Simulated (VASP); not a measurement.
Wanted: the native input for a VASP 6.6.1 run.

```
Task                   : single point
Functional             : PBE
Potentials or basis    : VASP PAW PBE potentials, release 64 (V_sv, Cd)
Cutoff                 : 520 eV
k mesh                 : 6 × 6 × 6
Occupations            : gaussian, width 0.1 eV
Spin                   : collinear spin, ferromagnetic start
Starting moments       : [2.0, 0.0] μB
Dipole correction      : no
Further INCAR settings : ALGO = Fast; EDIFF = 1e-06; NBANDS = 24
```

The structure of VCd lies in POSCAR:

```
VCd
1.0
    3.4000791060      0.0000000000      0.0000000000
   -1.7000395530      2.9445548807      0.0000000000
    0.0000000000      0.0000000000      3.3162623784
V Cd
1 1
Direct
    0.0000000000      0.0000000000      0.0000000000
    0.6666666667      0.3333333333      0.5000000000
```

The input as run:

INCAR

```
SYSTEM = VCd
PREC     = Accurate       ! precision mode
ENCUT    = 520            ! plane-wave cutoff, eV
EDIFF    = 1E-6           ! SCF threshold, eV
ISMEAR   = 0              ! smearing method
SIGMA    = 0.1            ! smearing width, eV
LREAL    = .FALSE.        ! projectors in reciprocal space
LASPH    = .TRUE.         ! aspherical terms in the spheres
NELM     = 150            ! most SCF steps
ALGO     = Fast           ! electronic algorithm
ISIF     = 2              ! what is computed and relaxed
LWAVE    = .FALSE.        ! write WAVECAR
LCHARG   = .FALSE.        ! write CHGCAR
ISPIN    = 2              ! spin polarisation
MAGMOM   = 2 0            ! initial moments
LORBIT   = 11             ! projections on sites
LMAXMIX  = 4              ! l up to which the mixer works
GGA      = PE             ! functional
NBANDS   = 24             ! bands
```

KPOINTS

```
Automatic mesh
0
G
  6 6 6
  0 0 0
```

Potentials or basis: VASP PAW PBE potentials, release 64 (V_sv, Cd).

Command:

```sh
$ cat potpaw_PBE.64/V_sv/POTCAR potpaw_PBE.64/Cd/POTCAR > POTCAR
$ mpirun -np 1 vasp_std > vasp.out
```

It gave:

The pressure is 29.5 GPa, the net moment is 2.70 μB per cell and the site moments are V +2.20; Cd +0.11 μB. The valence electrons inside the program's atomic spheres are V 11.55; Cd 10.65.

Wall time 57 s on 1 thread of AMD EPYC 7R13 Processor (Zen 3), with other jobs on the host, peak memory 0.16 GiB.
